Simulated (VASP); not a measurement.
SnO2, 6 atoms in the cell. It takes space group P6_3/mmc (No. 194, hexagonal). Conventional cell: a = 3.231 Å, b = 3.231 Å, c = 10.791 Å, α = 90.00°, β = 90.00°, γ = 120.00°. Within 2.8 Å of Sn (site symmetry -3m) lie 6 O at 2.12 Å. Within 2.8 Å of O (site symmetry 3m) lie 3 Sn at 2.12 Å and 3 O at 2.76 Å. 

* Program: VASP 6.6.1
* Task: single point
* Functional: LDA
* Potentials or basis: VASP PAW LDA potentials, release 64 (Sn_d, O)
* Cutoff: 520 eV
* k mesh: 6 × 6 × 2
* Occupations: gaussian, width 0.01 eV
* Spin: no spin polarisation
* Dipole correction: no
* Further INCAR settings: ALGO = Normal; EDIFF = 1e-06; NBANDS = 35

Potentials or basis: VASP PAW LDA potentials, release 64 (Sn_d, O).

Command:

```bash
$ cat potpaw_LDA.64/Sn_d/POTCAR potpaw_LDA.64/O/POTCAR > POTCAR
$ mpirun -np 1 vasp_std > vasp.out
```

Hardware: 1 thread of Intel(R) Xeon(R) 6975P-C (Granite Rapids), on a shared host.

Task: How long does it take, and how much memory?

Result: Run time: 15 s on 1 thread of Intel(R) Xeon(R) 6975P-C (Granite Rapids), on a shared host, peak memory 0.18 GiB. Counts: scf iterations 13, k points 14.
